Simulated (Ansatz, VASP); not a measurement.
Two plane-wave programs on MgO

The input INCAR:

```
SYSTEM = MgO
PREC = Accurate
ENCUT = 520
EDIFF = 1E-6
ISMEAR = 0
SIGMA = 0.05
LREAL = .FALSE.
LASPH = .TRUE.
NELM = 60
ALGO = Normal
ISIF = 2
LWAVE = .FALSE.
LCHARG = .FALSE.
GGA = PE
NBANDS = 26
```

The input KPOINTS:

```
regular mesh
0
G
  9 9 4
  0 0 0
```

Contents of POSCAR:

```
MgO
1.0
    3.2984209484      0.0000000000      0.0000000000
   -1.6492104742      2.8565163336      0.0000000000
    0.0000000000      0.0000000000     11.2324426976
Mg O
4 4
Direct
    0.3333333333      0.6666666667      0.9694906392
    0.0000000000      0.0000000000      0.2208211786
    0.0000000000      0.0000000000      0.7208211786
    0.6666666667      0.3333333333      0.4694906392
    0.3333333333      0.6666666667      0.7800420079
    0.0000000000      0.0000000000      0.5296443544
    0.0000000000      0.0000000000      0.0296443544
    0.6666666667      0.3333333333      0.2800420079
```

Input for Ansatz:

```yaml
crystal:
  lattice:
    - [3.2984209484, 0.0, 0.0]
    - [-1.6492104742, 2.8565163336, 0.0]
    - [0.0, 0.0, 11.2324426976]
  atoms:
    - { symbol: Mg, position: [0.3333333333, 0.6666666667, 0.9694906392] }
    - { symbol: Mg, position: [0.0, 0.0, 0.2208211786] }
    - { symbol: Mg, position: [0.0, 0.0, 0.7208211786] }
    - { symbol: Mg, position: [0.6666666667, 0.3333333333, 0.4694906392] }
    - { symbol: O, position: [0.3333333333, 0.6666666667, 0.7800420079] }
    - { symbol: O, position: [0.0, 0.0, 0.5296443544] }
    - { symbol: O, position: [0.0, 0.0, 0.0296443544] }
    - { symbol: O, position: [0.6666666667, 0.3333333333, 0.2800420079] }
basis:
  ecutwfc: 520.0
kpoints:
  mp_grid: { grid: [9, 9, 4] }
hamiltonian:
  xc: pbe
  pseudopotentials: { kind: paw, azcp: { folder: soft_1 } }
scf:
  occupations: { method: gaussian, width: 0.05 }
output:
  forces: true
  stress: true
  eigenvalues: true
```

Alike in both runs: task single point; functional PBE; k mesh 9 × 9 × 4; occupations gaussian, width 0.05 eV; no spin polarisation.

|  | VASP | Ansatz |
| --- | --- | --- |
| version | VASP 6.6.1 | Ansatz 0.2.0 |
| potentials or method | VASP PAW PBE potentials, release 64 (Mg, O), cutoff 520 eV | scalar-relativistic, plane waves, PAW |
| valence electrons in the cell | 32 | 64 |

VASP gave:

```
gap on the k mesh at the Fermi level (eV)                     : 3.06
least direct gap on the mesh (eV)                             : 3.06
pressure (GPa)                                                : -7.4
traceless stress, the component that is largest in VASP (GPa) : -6.34
rms of the force components (eV/Å)                            : 0.137
```

Q: Estimate Ansatz's values.

A: gap on the k mesh at the Fermi level (eV): 3.08; least direct gap on the mesh (eV): 3.08; pressure (GPa): -6.9; traceless stress, the component that is largest in VASP (GPa): -6.27; rms of the force components (eV/Å): 0.136.

Atom by atom the forces differ by 0.001 eV/Å (rms over components). VASP's potentials hold 32 valence electrons a cell and Ansatz's 64, so a difference there can come from the potentials and not from the codes.
